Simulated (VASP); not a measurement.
# MgO2 (R-3m) in VASP: further runs

The runs below take MgO2 through single point, with PBEsol.

Program: VASP 6.6.1. These are calculated values, not measurements. Logs are shortened: lines on timing, memory, paths and dates and some standing lists are left out, and cuts for length are marked.

## 1. The cell of the first run

The structure is trigonal, space group R-3m (No. 166). Conventional cell: a = 3.210 Å, b = 3.210 Å, c = 10.482 Å, α = 90.00°, β = 90.00°, γ = 120.00°. Mg (site symmetry -3m) has 6 O at 2.11 Å within 2.8 Å. O (site symmetry 3m) has 1 O at 1.49 Å within 2.0 Å.

## 2. Single point, PBEsol

INCAR reads:

```
SYSTEM = MgO2
  PREC = Accurate
  ENCUT = 600
  EDIFF = 1E-6
  ISMEAR = 0
  SIGMA = 0.02
  LREAL = .FALSE.
  LASPH = .TRUE.
  NELM = 120
  ALGO = Normal
  ISIF = 2
  LWAVE = .FALSE.
  LCHARG = .TRUE.
  GGA = PS
  LELF = .TRUE.
  LVHAR = .TRUE.
  NBANDS = 14
  GGA_COMPAT = .FALSE.
```

KPOINTS reads:

```
regular mesh
0
G
  12 12 12
  0 0 0
```

POSCAR reads:

```
MgO2
1.0
    1.6047610160      0.9265092046      3.4939788749
   -1.6047610160      0.9265092046      3.4939788749
    0.0000000000     -1.8530184092      3.4939788749
Mg O
1 2
Direct
    0.0000000000      0.0000000000      0.0000000000
    0.4287860000      0.4287860000      0.4287860000
    0.5712140000      0.5712140000      0.5712140000
```

Potentials or basis: VASP PAW PBE potentials, release 64 (Mg, O).

Command:

```
$ cat potpaw_PBE.64/Mg/POTCAR potpaw_PBE.64/O/POTCAR > POTCAR
$ mpirun -np 1 vasp_std > vasp.out
```

OUTCAR:

```text
SYSTEM = MgO2
   PREC = Accurate
   ENCUT = 600
   EDIFF = 1E-6
   ISMEAR = 0
   LREAL = .FALSE.
   LASPH = .TRUE.
   NELM = 120
   ISIF = 2
   GGA = PS

 ion  position               nearest neighbor table
   1  0.000  0.000  0.000-   3 2.11   3 2.11   2 2.11   2 2.11   3 2.11   2 2.11
   2  0.429  0.429  0.429-   3 1.49   1 2.11   1 2.11   1 2.11
   3  0.571  0.571  0.571-   2 1.49   1 2.11   1 2.11   1 2.11

  LATTYP: Found a trigonal (rhomboedric) cell.
 ALAT       =     3.9549419216
 COS(alpha) =     0.6707160928

  Lattice vectors:

 A1 = (   1.6047610160,   0.9265092046,   3.4939788749)
 A2 = (  -1.6047610160,   0.9265092046,   3.4939788749)
 A3 = (   0.0000000000,  -1.8530184092,   3.4939788749)

Analysis of symmetry for initial positions (statically):
=====================================================================
 Subroutine PRICEL returns:
 Original cell was already a primitive cell.

 Routine SETGRP: Setting up the symmetry group for a
 trigonal (rhombohedral) supercell.

 Subroutine GETGRP returns: Found 12 space group operations
 (whereof 12 operations were pure point group operations)
 out of a pool of 12 trial point group operations.

The static configuration has the point symmetry D_3d.

Analysis of symmetry for dynamics (positions and initial velocities):
=====================================================================
 Subroutine PRICEL returns:
 Original cell was already a primitive cell.

 Routine SETGRP: Setting up the symmetry group for a
 trigonal (rhombohedral) supercell.

 Subroutine GETGRP returns: Found 12 space group operations
 (whereof 12 operations were pure point group operations)
 out of a pool of 12 trial point group operations.

The dynamic configuration has the point symmetry D_3d.

 Subroutine INISYM returns: Found 12 space group operations
 (whereof 12 operations are pure point group operations),
 and found     1 'primitive' translations

----------------------------------------------------------------------------------------

                                     Primitive cell

  volume of cell :      31.1696

  direct lattice vectors                    reciprocal lattice vectors
     1.604761016  0.926509205  3.493978875     0.311572873  0.179886682  0.095402218
    -1.604761016  0.926509205  3.493978875    -0.311572873  0.179886682  0.095402218
     0.000000000 -1.853018409  3.493978875     0.000000000 -0.359773364  0.095402218

  length of vectors
     3.954941922  3.954941922  3.954941922     0.372207545  0.372207545  0.372207545

  position of ions in fractional coordinates (direct lattice)
     0.000000000  0.000000000  0.000000000
     0.428786000  0.428786000  0.428786000
     0.571214000  0.571214000  0.571214000

  ion indices of the primitive-cell ions
   primitive index   ion index
                 1           1
                 2           2
                 3           3

----------------------------------------------------------------------------------------

 KPOINTS: regular mesh

Automatic generation of k-mesh.
 Grid dimensions read from file:
 generate k-points for:   12   12   12

 Generating k-lattice:

  Cartesian coordinates                     Fractional coordinates (reciprocal lattice)
     0.025964406  0.014990557  0.007950185     0.083333333 -0.000000000  0.000000000
    -0.025964406  0.014990557  0.007950185    -0.000000000  0.083333333  0.000000000
     0.000000000 -0.029981114  0.007950185     0.000000000  0.000000000  0.083333333

  Length of vectors
     0.031017295  0.031017295  0.031017295

  Shift w.r.t. Gamma in fractional coordinates (k-lattice)
     0.000000000  0.000000000  0.000000000

 Subroutine IBZKPT returns following result:
 ===========================================

 Found    189 irreducible k-points:

 Following reciprocal coordinates:
            Coordinates               Weight
  0.000000  0.000000  0.000000      1.000000
  0.083333 -0.000000 -0.000000      6.000000
  0.166667 -0.000000  0.000000      6.000000
  0.250000 -0.000000  0.000000      6.000000
  0.333333 -0.000000  0.000000      6.000000
  0.416667 -0.000000  0.000000      6.000000
[... 16 lines left out ...]
  0.500000  0.166667  0.000000     12.000000
 -0.416667  0.166667  0.000000     12.000000
 [... further k-points ...]
   k-points           NKPTS =    189   k-points in BZ     NKDIM =    189   number of bands    NBANDS=     14
   number of dos      NEDOS =    301   number of ions     NIONS =      3
   total plane-waves  NPLWV =  32768
   dimension x,y,z NGX =    32 NGY =   32 NGZ =   32
   dimension x,y,z NGXF=    64 NGYF=   64 NGZF=   64
   ions per type =               1   2
   NGX,Y,Z   is equivalent  to a cutoff of  13.45, 13.45, 13.45 a.u.
   NGXF,Y,Z  is equivalent  to a cutoff of  26.90, 26.90, 26.90 a.u.
 SYSTEM =  MgO2
   PREC   = accura    normal or accurate (medium, high low for compatibility)
   ISTART =      0    job   : 0-new  1-cont  2-samecut
   ICHARG =      2    charge: 1-file 2-atom 10-const
   ISPIN  =      1    spin polarized calculation?
   LNONCOLLINEAR =      F non collinear calculations
   LSORBIT =      F    spin-orbit coupling
   LASPH  =      T    aspherical Exc in radial PAW
   ENCUT  =  600.0 eV  44.10 Ry    6.64 a.u.   7.90  7.90  7.90*2*pi/ulx,y,z
   NELM   =    120;   NELMIN=  2; NELMDL= -5     # of ELM steps
   EDIFF  = 0.1E-05   stopping-criterion for ELM
   LREAL  =      F    real-space projection
   EDIFFG = 0.1E-04   stopping-criterion for IOM
   NSW    =      0    number of steps for IOM
   IBRION =     -1    ionic relax: 0-MD 1-quasi-New 2-CG
   NFREE  =      0    steps in history (QN), initial steepest desc. (CG)
   ISIF   =      2    stress and relaxation
   ISYM   =      2    0-nonsym 1-usesym 2-fastsym
   POTIM  = 0.5000    time-step for ionic-motion
   TEBEG  =    0.0;   TEEND  =   0.0 temperature during run
   PSTRESS=    0.0 pullay stress
   NELECT =      14.0000    total number of electrons
   NUPDOWN=      -1.0000    fix difference up-down
   EMIN   =  10.00;   EMAX   =-10.00  energy-range for DOS
   EFERMI =   0.00;   METHOD = LEGACY
   ISMEAR =     0;   SIGMA  =   0.02  broadening in eV -4-tet -1-fermi 0-gaus
   EFERMI_NEDOS =   21; number of points for ismear=-14 and -15
   IALGO  =     38    algorithm
   IMIX   =      4    mixing-type and parameters
     AMIX     =   0.40;   BMIX     =  1.00
     AMIX_MAG =   1.60;   BMIX_MAG =  1.00
  volume/ion in A,a.u.               =      10.39        70.11
  Fermi-wavevector in a.u.,A,eV,Ry     =   1.253739  2.369222 21.386457  1.571860
  Thomas-Fermi vector in A             =   2.387577
   LORBIT       =      0    0 simple, 1 ext, 2 COOP (PROOUT), +10 PAW based schemes
   GGA     = PS    functional components
   LHFCALC =     F    Hartree Fock is set to
   AEXX    =    0.0000 exact exchange contribution
   IVDW    =     0    specifies the selected vdW correction
   LEPSILON=     F    determine dielectric tensor
   LRPA    =     F    only Hartree local field effects (RPA)
 non-spin polarized calculation
 Gauss-broadening in eV      SIGMA  =   0.02
  energy-cutoff  :      600.00
  volume of cell :       31.17
 maximum number of plane-waves:      1064
   NGX = 15   NGY = 15   NGZ = 15

 number of electron      13.9999996 magnetization

 Free energy of the ion-electron system (eV)
  ---------------------------------------------------
  ext. energy  EPLUGINS =         0.00000000
  ---------------------------------------------------
  free energy    TOTEN  =       -17.21106875 eV

  energy without entropy =      -17.21106875  energy(sigma->0) =      -17.21106875

 E-fermi :   2.7454     XC(G=0): -10.4416

 val. band max:        2.5891980028   @ k =   0.5000   0.5000   0.5000
 cond. band min:       4.7954304408   @ k =   0.5000   0.5000   0.5000
 fundamental gap:      2.2062324379
 Fermi energy:         2.7454458936

 k-point     1 :       0.0000    0.0000    0.0000
  band No.  band energies     occupation
      1     -18.6683      2.00000
      2     -11.8874      2.00000
      3      -5.1188      2.00000
      4      -0.7352      2.00000
      5      -0.7352      2.00000
      6       1.7764      2.00000
      7       1.7764      2.00000
      8       7.0639      0.00000
      9       7.3656      0.00000
     10      14.5689      0.00000
     11      16.3942      0.00000
     12      17.2639      0.00000
     13      17.2639      0.00000
     14      19.0073      0.00000

 k-point     2 :       0.0833   -0.0000   -0.0000
  band No.  band energies     occupation
      1     -18.6369      2.00000
      2     -11.9076      2.00000
      3      -5.0677      2.00000
      4      -0.9374      2.00000
      5      -0.7594      2.00000
      6       1.7259      2.00000
      7       1.7445      2.00000
      8       7.1709      0.00000
      9       7.5264      0.00000
     10      14.5968      0.00000
     11      16.5011      0.00000
     12      16.5412      0.00000
     13      17.4549      0.00000
     14      18.6897      0.00000

 k-point     3 :       0.1667   -0.0000    0.0000
  band No.  band energies     occupation
      1     -18.5490      2.00000
      2     -11.9627      2.00000
      3      -4.9258      2.00000
      4      -1.4513      2.00000
      5      -0.8237      2.00000
      6       1.6107      2.00000
      7       1.6585      2.00000
      8       7.1910      0.00000
      9       8.1831      0.00000
     10      14.6672      0.00000
     11      15.3291      0.00000
     12      16.7988      0.00000
     13      17.9801      0.00000
     14      18.0110      0.00000
[... 324 lines left out ...]
 k-point    23 :       0.5000    0.1667    0.0000
  band No.  band energies     occupation
      1     -18.1361      2.00000
      2     -12.2995      2.00000
      3      -3.9472      2.00000
      4      -3.1762      2.00000
      5      -1.4295      2.00000
      6       1.0576      2.00000
      7       1.6379      2.00000
      8       6.5790      0.00000
      9      11.7043      0.00000
     10      12.5470      0.00000
     11      14.7573      0.00000
     12      16.8067      0.00000
     13      17.2990      0.00000
     14      19.6988      0.00000

 k-point    24 :      -0.4167    0.1667    0.0000
  band No.  band energies     occupation
      1     -18.1249      2.00000
      2     -12.2437      2.00000
      3      -4.1046      2.00000
      4      -3.1211      2.00000
      5      -1.4843      2.00000
      6       1.1236      2.00000
      7       1.4215      2.00000
      8       6.6726      0.00000
      9      11.7582      0.00000
     10      12.7338      0.00000
     11      15.0426      0.00000
     12      16.8039      0.00000
     13      17.0135      0.00000
     14      19.6879      0.00000

 [... further k-points ...]
[... 5 lines left out ...]
  --------------------------------------------------------------------------------------
  -------------------------------------------------------------------------------------
  Total       -0.8896444     -0.8896444     -1.2419255      0.0000000      0.0000000      0.0000000
  in kB      -45.7293885    -45.7293885    -63.8372987      0.0000000      0.0000000      0.0000000
  external PRESSURE =     -51.7653586 kB  Pullay stress =       0.0000000 kB

 VOLUME and BASIS-vectors are now :
 -----------------------------------------------------------------------------
  energy-cutoff  :      600.00
  volume of cell :       31.17
      direct lattice vectors                 reciprocal lattice vectors
     1.604761016  0.926509205  3.493978875     0.311572873  0.179886682  0.095402218
    -1.604761016  0.926509205  3.493978875    -0.311572873  0.179886682  0.095402218
     0.000000000 -1.853018409  3.493978875     0.000000000 -0.359773364  0.095402218

 POSITION                                       TOTAL-FORCE (eV/Angst)
 -----------------------------------------------------------------------------------
      0.00000      0.00000      0.00000         0.000000      0.000000     -0.000000
      0.00000      0.00000      4.49451         0.000000      0.000000      0.134690
      0.00000      0.00000      5.98743         0.000000      0.000000     -0.134690
 -----------------------------------------------------------------------------------
    total drift:                               -0.000000      0.000000      0.000000

  FREE ENERGIE OF THE ION-ELECTRON SYSTEM (eV)
  ---------------------------------------------------
  free  energy   TOTEN  =       -17.2110687479 eV

  energy  without entropy=      -17.2110687479  energy(sigma->0) =      -17.21106875
```

It took 92 s on 1 thread of Intel Xeon 6975P-C, shared host; peak memory 0.25 GiB.

What came out:

- Free energy: -17.2111 eV
- Pressure: -5.2 GPa
- Largest force: 0.135 eV/Å
- Band gap on the k mesh: 2.21 eV, direct

Forces on the atoms (eV/Å):
```
Mg   0.000  0.000  0.000
O    0.000  0.000  0.135
O    0.000  0.000 -0.135
```

Caveat: the PAW data sets were made with another functional, which shifts forces and pressure a little. A k mesh can miss the band edges.

## 3. Single point, PBEsol

INCAR is that of step 2.

KPOINTS is that of step 2.

POSCAR reads:

```
MgO2
1.0
    1.6047610160      0.9265092046      3.4939788749
   -1.6047610160      0.9265092046      3.4939788749
    0.0000000000     -1.8530184092      3.4939788749
Mg O
1 2
Direct
    0.0000000000      0.0000000000      0.0000000000
    0.4294011884      0.4294011884      0.4294011884
    0.5705988116      0.5705988116      0.5705988116
```

Potentials or basis: VASP PAW PBE potentials, release 64 (Mg, O).

Command:

```
$ cat potpaw_PBE.64/Mg/POTCAR potpaw_PBE.64/O/POTCAR > POTCAR
$ mpirun -np 1 vasp_std > vasp.out
```

Run time: 97 s. Hardware: 1 thread of Intel Xeon 6975P-C, shared host; peak memory 0.25 GiB.

The run converged. Its results:

```
Free energy            : -17.2107 eV
Pressure               : -4.8 GPa
Largest force          : 0.188 eV/Å
Band gap on the k mesh : 2.30 eV, direct
```

Forces in eV/Å, atoms in the order of the input:
```
Mg   0.000  0.000  0.000
O    0.000  0.000 -0.188
O    0.000  0.000  0.188
```

Stress tensor (GPa, compression positive):
```
-4.97  0.00  0.00
 0.00 -4.97  0.00
 0.00  0.00 -4.54
```

Levels at points of the mesh, in eV from the valence-band top:
```
           k point  band 3  band 4  band 5  band 6  band 7  band 8  band 9  band 10  band 11  band 12
(0.00, 0.00, 0.00)   -7.81   -3.43   -3.43   -0.80   -0.80    4.41    4.93    11.95    13.63    14.61
(0.50, 0.00, 0.00)   -6.78   -6.15   -3.77   -1.26   -1.14    4.24    8.42    10.03    12.40    13.82
(0.50, 0.50, 0.00)   -6.12   -5.49   -4.43   -2.18   -0.13    3.57    7.63    10.85    12.13    12.59
(0.50, 0.50, 0.50)   -5.05   -3.94   -3.94    0.00    0.00    2.30    4.79     9.26    13.99    13.99
```

Caveat: the PAW data sets were made with another functional, which shifts forces and pressure a little.
